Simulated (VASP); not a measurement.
BaRe: single point with PBE

Crystal: BaRe.

```xyz
2
Lattice="3.7233 0.0000 0.0000 0.0000 3.7233 0.0000 0.0000 0.0000 3.7233" Properties=species:S:1:pos:R:3 pbc="T T T"
Ba    0.0000    0.0000    0.0000
Re    1.8617    1.8617    1.8617
```

```yaml
Program: VASP 6.6.1
Task: single point
Functional: PBE
Potentials_or_basis: VASP PAW PBE potentials, release 64 (Ba_sv, Re_sv_GW)
Cutoff: 560 eV
k_mesh: 8 × 8 × 8
Occupations: gaussian, width 0.05 eV
Spin: no spin polarisation
```

| Item | Value |
| --- | --- |
| Pressure | 1.3 GPa |
| Band gap on the k mesh | zero (an odd number of electrons rules out a gap without spin polarisation) |

Levels at points of the mesh, in eV from the Fermi level:
```csv
k point,band 10,band 11,band 12,band 13,band 14,band 15
"(0.00, 0.00, 0.00)",-2.51,-2.51,-0.02,-0.02,-0.02,4.18
"(0.50, 0.00, 0.00)",-1.12,-0.41,0.14,0.14,0.33,1.40
"(0.50, 0.50, 0.00)",-1.77,-1.11,-1.11,1.13,1.15,3.74
"(0.50, 0.50, 0.50)",-0.22,-0.22,0.10,0.10,0.10,1.21
```

Wall time 20 s on 1 thread of Intel(R) Xeon(R) 6975P-C (Granite Rapids), with other jobs on the host, peak memory 0.2 GiB.

Caveat: spin-orbit coupling is left out, which moves the levels of the heavy elements.
